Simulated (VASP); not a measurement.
# KF (P4/mmm) in VASP: a series of runs

Runs on KF. Level: LDA. Tasks: single point.

All numbers are computed with VASP 6.6.1; they aren't measurements. Logs are shortened: lines on timing, memory, paths and dates and some standing lists are left out, and cuts for length are marked.

## 1. The cell of the first run

The structure is tetragonal, space group P4/mmm (No. 123). Conventional cell: a = 3.304 Å, b = 3.304 Å, c = 3.171 Å, α = 90.00°, β = 90.00°, γ = 90.00°. Within 3.7 Å of K (site symmetry 4/mmm) lie 8 F at 2.82 Å and 6 K at 3.17 to 3.30 Å. F (site symmetry 4/mmm) has 8 K at 2.82 Å and 6 F at 3.17 to 3.30 Å within 3.7 Å.

## 2. Single point, LDA

Contents of INCAR:

```
SYSTEM = KF
ALGO = Normal ; EDIFF = 1E-7
ENCUT = 520 ; GGA = CA
ISIF = 2 ; ISMEAR = 0
LASPH = .TRUE. ; LCHARG = .FALSE.
LREAL = .FALSE. ; LWAVE = .FALSE.
NBANDS = 15 ; NELM = 100
PREC = Accurate ; SIGMA = 0.05
```

Contents of KPOINTS:

```
k-points
0
G
  8 8 8
  0 0 0
```

Contents of POSCAR:

```
KF
1.0
    3.3036037674      0.0000000000      0.0000000000
    0.0000000000      3.3036037674      0.0000000000
    0.0000000000      0.0000000000      3.1714596167
K F
1 1
Direct
    0.0000000000      0.0000000000      0.0000000000
    0.5000000000      0.5000000000      0.5000000000
```

Potentials or basis: VASP PAW LDA potentials, release 64 (K_sv, F).

Launch:

```bash
> cat potpaw_LDA.64/K_sv/POTCAR potpaw_LDA.64/F/POTCAR > POTCAR
> mpirun -np 1 vasp_std > vasp.out
```

OUTCAR:

```text
SYSTEM = KF
   EDIFF = 1E-7
   ENCUT = 520
   GGA = CA
   ISIF = 2
   ISMEAR = 0
   LASPH = .TRUE.
   LREAL = .FALSE.
   NELM = 100
   PREC = Accurate

 ion  position               nearest neighbor table
   1  0.000  0.000  0.000-   2 2.82   2 2.82   2 2.82   2 2.82   2 2.82   2 2.82   2 2.82   2 2.82

   2  0.500  0.500  0.500-   1 2.82   1 2.82   1 2.82   1 2.82   1 2.82   1 2.82   1 2.82   1 2.82

  LATTYP: Found a simple tetragonal cell.
 ALAT       =     3.3036037674
 C/A-ratio  =     0.9600000000

  Lattice vectors:

 A1 = (   3.3036037674,   0.0000000000,   0.0000000000)
 A2 = (   0.0000000000,   3.3036037674,   0.0000000000)
 A3 = (   0.0000000000,   0.0000000000,   3.1714596167)

Analysis of symmetry for initial positions (statically):
=====================================================================
 Subroutine PRICEL returns:
 Original cell was already a primitive cell.

 Routine SETGRP: Setting up the symmetry group for a
 simple tetragonal supercell.

 Subroutine GETGRP returns: Found 16 space group operations
 (whereof 16 operations were pure point group operations)
 out of a pool of 16 trial point group operations.

The static configuration has the point symmetry D_4h.

Analysis of symmetry for dynamics (positions and initial velocities):
=====================================================================
 Subroutine PRICEL returns:
 Original cell was already a primitive cell.

 Routine SETGRP: Setting up the symmetry group for a
 simple tetragonal supercell.

 Subroutine GETGRP returns: Found 16 space group operations
 (whereof 16 operations were pure point group operations)
 out of a pool of 16 trial point group operations.

The dynamic configuration has the point symmetry D_4h.

 Subroutine INISYM returns: Found 16 space group operations
 (whereof 16 operations are pure point group operations),
 and found     1 'primitive' translations

----------------------------------------------------------------------------------------

                                     Primitive cell

  volume of cell :      34.6127

  direct lattice vectors                    reciprocal lattice vectors
     3.303603767  0.000000000  0.000000000     0.302699740  0.000000000  0.000000000
     0.000000000  3.303603767  0.000000000     0.000000000  0.302699740  0.000000000
     0.000000000  0.000000000  3.171459617     0.000000000  0.000000000  0.315312229

  length of vectors
     3.303603767  3.303603767  3.171459617     0.302699740  0.302699740  0.315312229

  position of ions in fractional coordinates (direct lattice)
     0.000000000  0.000000000  0.000000000
     0.500000000  0.500000000  0.500000000

  ion indices of the primitive-cell ions
   primitive index   ion index
                 1           1
                 2           2

----------------------------------------------------------------------------------------

 KPOINTS: k-points

Automatic generation of k-mesh.
 Grid dimensions read from file:
 generate k-points for:    8    8    8

 Generating k-lattice:

  Cartesian coordinates                     Fractional coordinates (reciprocal lattice)
     0.037837467  0.000000000  0.000000000     0.125000000  0.000000000  0.000000000
     0.000000000  0.037837467  0.000000000     0.000000000  0.125000000  0.000000000
     0.000000000  0.000000000  0.039414029     0.000000000  0.000000000  0.125000000

  Length of vectors
     0.037837467  0.037837467  0.039414029

  Shift w.r.t. Gamma in fractional coordinates (k-lattice)
     0.000000000  0.000000000  0.000000000

 Subroutine IBZKPT returns following result:
 ===========================================

 Found     75 irreducible k-points:

 Following reciprocal coordinates:
            Coordinates               Weight
  0.000000  0.000000  0.000000      1.000000
  0.125000  0.000000  0.000000      4.000000
  0.250000  0.000000  0.000000      4.000000
  0.375000  0.000000  0.000000      4.000000
  0.500000  0.000000  0.000000      2.000000
  0.125000  0.125000  0.000000      4.000000
[... 16 lines left out ...]
  0.375000  0.125000  0.125000     16.000000
  0.500000  0.125000  0.125000      8.000000
 [... further k-points ...]
   k-points           NKPTS =     75   k-points in BZ     NKDIM =     75   number of bands    NBANDS=     15
   number of dos      NEDOS =    301   number of ions     NIONS =      2
   total plane-waves  NPLWV =  18816
   dimension x,y,z NGX =    28 NGY =   28 NGZ =   24
   dimension x,y,z NGXF=    56 NGYF=   56 NGZF=   48
   ions per type =               1   1
   NGX,Y,Z   is equivalent  to a cutoff of  14.09, 14.09, 12.58 a.u.
   NGXF,Y,Z  is equivalent  to a cutoff of  28.18, 28.18, 25.16 a.u.
 SYSTEM =  KF
   PREC   = accura    normal or accurate (medium, high low for compatibility)
   ISTART =      0    job   : 0-new  1-cont  2-samecut
   ICHARG =      2    charge: 1-file 2-atom 10-const
   ISPIN  =      1    spin polarized calculation?
   LNONCOLLINEAR =      F non collinear calculations
   LSORBIT =      F    spin-orbit coupling
   LASPH  =      T    aspherical Exc in radial PAW
   ENCUT  =  520.0 eV  38.22 Ry    6.18 a.u.   6.14  6.14  5.90*2*pi/ulx,y,z
   NELM   =    100;   NELMIN=  2; NELMDL= -5     # of ELM steps
   EDIFF  = 0.1E-06   stopping-criterion for ELM
   LREAL  =      F    real-space projection
   EDIFFG = 0.1E-05   stopping-criterion for IOM
   NSW    =      0    number of steps for IOM
   IBRION =     -1    ionic relax: 0-MD 1-quasi-New 2-CG
   NFREE  =      0    steps in history (QN), initial steepest desc. (CG)
   ISIF   =      2    stress and relaxation
   ISYM   =      2    0-nonsym 1-usesym 2-fastsym
   POTIM  = 0.5000    time-step for ionic-motion
   TEBEG  =    0.0;   TEEND  =   0.0 temperature during run
   PSTRESS=    0.0 pullay stress
   NELECT =      16.0000    total number of electrons
   NUPDOWN=      -1.0000    fix difference up-down
   EMIN   =  10.00;   EMAX   =-10.00  energy-range for DOS
   EFERMI =   0.00;   METHOD = LEGACY
   ISMEAR =     0;   SIGMA  =   0.05  broadening in eV -4-tet -1-fermi 0-gaus
   EFERMI_NEDOS =   21; number of points for ismear=-14 and -15
   IALGO  =     38    algorithm
   IMIX   =      4    mixing-type and parameters
     AMIX     =   0.40;   BMIX     =  1.00
     AMIX_MAG =   1.60;   BMIX_MAG =  1.00
  volume/ion in A,a.u.               =      17.31       116.79
  Fermi-wavevector in a.u.,A,eV,Ry     =   1.265814  2.392041 21.800402  1.602284
  Thomas-Fermi vector in A             =   2.399047
   LORBIT       =      0    0 simple, 1 ext, 2 COOP (PROOUT), +10 PAW based schemes
   GGA     = CA    functional components
   LHFCALC =     F    Hartree Fock is set to
   AEXX    =    0.0000 exact exchange contribution
   IVDW    =     0    specifies the selected vdW correction
   LEPSILON=     F    determine dielectric tensor
   LRPA    =     F    only Hartree local field effects (RPA)
 non-spin polarized calculation
 Gauss-broadening in eV      SIGMA  =   0.05
  energy-cutoff  :      520.00
  volume of cell :       34.61
 maximum number of plane-waves:       952
 NGX is ok and might be reduce to    28

 number of electron      16.0000005 magnetization

 Free energy of the ion-electron system (eV)
  ---------------------------------------------------
  ext. energy  EPLUGINS =         0.00000000
  ---------------------------------------------------
  free energy    TOTEN  =        -8.85885310 eV

  energy without entropy =       -8.85885310  energy(sigma->0) =       -8.85885310

 E-fermi :  -2.1523     XC(G=0):  -9.7258

 val. band max:       -2.3609203013   @ k =   0.5000   0.5000   0.0000
 cond. band min:       3.4453451776   @ k =   0.0000   0.0000   0.0000
 fundamental gap:      5.8062654789
 Fermi energy:        -2.1522680615

 k-point     1 :       0.0000    0.0000    0.0000
  band No.  band energies     occupation
      1     -28.9843      2.00000
      2     -20.9216      2.00000
      3     -12.2623      2.00000
      4     -12.2623      2.00000
      5     -12.1497      2.00000
      6      -2.5518      2.00000
      7      -2.5518      2.00000
      8      -2.4064      2.00000
      9       3.4453      0.00000
     10       5.5536      0.00000
     11       5.6639      0.00000
     12      11.1842      0.00000
     13      11.4870      0.00000
     14      11.4870      0.00000
     15      17.7410      0.00000

 k-point     2 :       0.1250    0.0000    0.0000
  band No.  band energies     occupation
      1     -28.9669      2.00000
      2     -20.9275      2.00000
      3     -12.3601      2.00000
      4     -12.2461      2.00000
      5     -12.1353      2.00000
      6      -2.7593      2.00000
      7      -2.5721      2.00000
      8      -2.4202      2.00000
      9       3.8558      0.00000
     10       5.7448      0.00000
     11       5.9284      0.00000
     12      10.9419      0.00000
     13      11.2395      0.00000
     14      11.5317      0.00000
     15      16.7628      0.00000

 k-point     3 :       0.2500    0.0000    0.0000
  band No.  band energies     occupation
      1     -28.9244      2.00000
      2     -20.9428      2.00000
      3     -12.5855      2.00000
      4     -12.2064      2.00000
      5     -12.1003      2.00000
      6      -3.2018      2.00000
      7      -2.6222      2.00000
      8      -2.4545      2.00000
      9       4.8618      0.00000
     10       6.0637      0.00000
     11       6.7744      0.00000
     12      10.4460      0.00000
     13      10.7281      0.00000
     14      11.6428      0.00000
     15      15.3400      0.00000
[... 343 lines left out ...]
 k-point    23 :       0.3750    0.1250    0.1250
  band No.  band energies     occupation
      1     -28.8453      2.00000
      2     -20.9275      2.00000
      3     -12.8135      2.00000
      4     -12.2811      2.00000
      5     -12.2228      2.00000
      6      -3.4300      2.00000
      7      -2.7546      2.00000
      8      -2.5778      2.00000
      9       6.3293      0.00000
     10       6.9087      0.00000
     11       7.6623      0.00000
     12       9.5103      0.00000
     13      10.1878      0.00000
     14      10.7815      0.00000
     15      14.5671      0.00000

 k-point    24 :       0.5000    0.1250    0.1250
  band No.  band energies     occupation
      1     -28.8281      2.00000
      2     -20.9288      2.00000
      3     -12.9041      2.00000
      4     -12.2757      2.00000
      5     -12.2086      2.00000
      6      -3.5439      2.00000
      7      -2.7739      2.00000
      8      -2.5689      2.00000
      9       6.9137      0.00000
     10       7.0754      0.00000
     11       7.4762      0.00000
     12       9.3124      0.00000
     13      10.6736      0.00000
     14      10.7707      0.00000
     15      13.8554      0.00000

 [... further k-points ...]
[... 5 lines left out ...]
  --------------------------------------------------------------------------------------
  -------------------------------------------------------------------------------------
  Total       -1.4674103     -1.4674103     -0.7413191      0.0000000      0.0000000      0.0000000
  in kB      -67.9245958    -67.9245958    -34.3147373      0.0000000      0.0000000      0.0000000
  external PRESSURE =     -56.7213096 kB  Pullay stress =       0.0000000 kB

 VOLUME and BASIS-vectors are now :
 -----------------------------------------------------------------------------
  energy-cutoff  :      520.00
  volume of cell :       34.61
      direct lattice vectors                 reciprocal lattice vectors
     3.303603767  0.000000000  0.000000000     0.302699740  0.000000000  0.000000000
     0.000000000  3.303603767  0.000000000     0.000000000  0.302699740  0.000000000
     0.000000000  0.000000000  3.171459617     0.000000000  0.000000000  0.315312229

 POSITION                                       TOTAL-FORCE (eV/Angst)
 -----------------------------------------------------------------------------------
      0.00000      0.00000      0.00000         0.000000      0.000000      0.000000
      1.65180      1.65180      1.58573         0.000000      0.000000      0.000000
 -----------------------------------------------------------------------------------
    total drift:                                0.000000      0.000000      0.000000

  FREE ENERGIE OF THE ION-ELECTRON SYSTEM (eV)
  ---------------------------------------------------
  free  energy   TOTEN  =        -8.8588531045 eV

  energy  without entropy=       -8.8588531045  energy(sigma->0) =       -8.85885310
```

It took 22 s on 1 thread of Intel Xeon Platinum 8375C at 2.90GHz (Ice Lake), shared host; peak memory 0.16 GiB.

Results:

- Free energy: -8.8589 eV
- Pressure: -5.7 GPa
- Band gap on the k mesh: 5.81 eV, indirect (least direct gap 5.85 eV)

Stress tensor (GPa, compression positive):
```
-6.79  0.00  0.00
 0.00 -6.79  0.00
 0.00  0.00 -3.43
```

## 3. Single point, LDA

This run uses another cell than the first one, of the same volume but with other edges.

Contents of INCAR:

```
ALGO = Normal ; EDIFF = 1E-6
ENCUT = 520 ; ISIF = 2
ISMEAR = 0 ; LASPH = True
LCHARG = False ; LREAL = False
LWAVE = False ; NBANDS = 15
NELM = 60 ; PREC = Accurate
SIGMA = 0.05
```

Contents of KPOINTS:

```
k-points
0
Gamma
  8 8 8
```

Contents of POSCAR:

```
KF
1.0
    3.2063820164      0.0000000000      0.0000000000
    0.0000000000      3.2063820164      0.0000000000
    0.0000000000      0.0000000000      3.3667011172
K F
1 1
Direct
    0.0000000000      0.0000000000      0.0000000000
    0.5000000000      0.5000000000      0.5000000000
```

Potentials or basis: VASP PAW LDA potentials, release 64 (K_sv, F).

Launch:

```bash
> cat potpaw_LDA.64/K_sv/POTCAR potpaw_LDA.64/F/POTCAR > POTCAR
> mpirun -np 1 vasp_std > vasp.out
```

It took 17 s on 1 thread of Intel Xeon Platinum 8375C at 2.90GHz (Ice Lake), shared host; peak memory 0.16 GiB.

Results (log left out):

```yaml
Free_energy: -8.8545 eV
Pressure: -5.7 GPa
Band_gap_on_the_k_mesh: 5.83 eV, indirect (least direct gap 5.89 eV)
```

Stress tensor (GPa, compression positive):
```
-4.32  0.00  0.00
 0.00 -4.32  0.00
 0.00  0.00 -8.38
```

Levels at points of the mesh, in eV from the valence-band top:
```csv
k point,band 6,band 7,band 8,band 9,band 10,band 11
"(0.00, 0.00, 0.00)",-0.22,-0.05,-0.05,5.83,7.95,8.05
"(0.50, 0.00, 0.00)",-1.34,-0.36,-0.14,9.01,9.28,10.54
"(0.50, 0.50, 0.00)",-0.69,-0.69,-0.16,7.90,8.83,11.35
"(0.00, 0.00, 0.50)",-1.33,-0.17,-0.17,8.75,8.90,10.34
"(0.50, 0.00, 0.50)",-0.72,-0.65,0.00,8.31,8.57,11.71
"(0.50, 0.50, 0.50)",-1.14,-1.14,-1.12,9.82,10.37,10.37
```

 A k mesh can miss the band edges.
